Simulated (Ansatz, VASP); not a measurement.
Pt in VASP and in Ansatz

File INCAR:

```
SYSTEM = Pt
PREC = Accurate
ENCUT = 520
EDIFF = 1E-6
ISMEAR = 0
SIGMA = 0.15
LREAL = .FALSE.
LASPH = .TRUE.
NELM = 80
ALGO = Normal
ISIF = 2
LWAVE = .FALSE.
LCHARG = .TRUE.
GGA = PS
LELF = .TRUE.
LVHAR = .TRUE.
NBANDS = 17
```

Contents of KPOINTS:

```
regular mesh
0
G
  18 18 10
  0 0 0
```

Contents of POSCAR:

```
Pt
1.0
    2.6226323350      0.0000000000      0.0000000000
   -1.3113161675      2.2712662269      0.0000000000
    0.0000000000      0.0000000000      4.5525273000
Pt
2
Direct
    0.6666666667      0.3333333333      0.7500000000
    0.3333333333      0.6666666667      0.2500000000
```

Input for Ansatz:

```yaml
crystal:
  lattice:
    - [2.622632335, 0.0, 0.0]
    - [-1.3113161675, 2.2712662269, 0.0]
    - [0.0, 0.0, 4.5525273]
  atoms:
    - { symbol: Pt, position: [0.6666666667, 0.3333333333, 0.75] }
    - { symbol: Pt, position: [0.3333333333, 0.6666666667, 0.25] }
basis:
  ecutwfc: 420
kpoints:
  mp_grid: { grid: [18, 18, 10] }
hamiltonian:
  xc: pbesol
scf:
  occupations: { method: gaussian, width: 0.15 }
output:
  forces: true
  stress: true
  eigenvalues: true
```

Change from the starting cell: strain -0.050 along x and y, -0.050 along z, atoms carried along.

Alike in both runs: task single point; functional PBEsol; k mesh 18 × 18 × 10; occupations gaussian, width 0.15 eV; no spin polarisation.

```csv
,VASP,Ansatz
version,VASP 6.6.1,Ansatz 0.2.0
potentials or method,"VASP PAW PBE potentials, release 64 (Pt), cutoff 520 eV","scalar-relativistic, plane waves, PAW"
valence electrons in the cell,20,36
```

|  | VASP | Ansatz | Ansatz less VASP |
| --- | --- | --- | --- |
| gap on the k mesh at the Fermi level (eV) | none | none | - |
| pressure (GPa) | 41.7 | 42.0 | +0.27 |
| traceless stress, the component that is largest in VASP (GPa) | -5.11 | -4.99 | +0.122 |

VASP's potentials were made for PBE, not for PBEsol. A gap of «none» marks a metal or a gap that the smearing closes. Both programs put the cell under a high pressure, so it lies far from rest at this level. With one functional, cell and mesh, what is left measures potentials, basis and numerics. VASP's potentials hold 20 valence electrons a cell and Ansatz's 36, so a difference there can come from the potentials and not from the codes.

Spin-orbit coupling is off throughout.
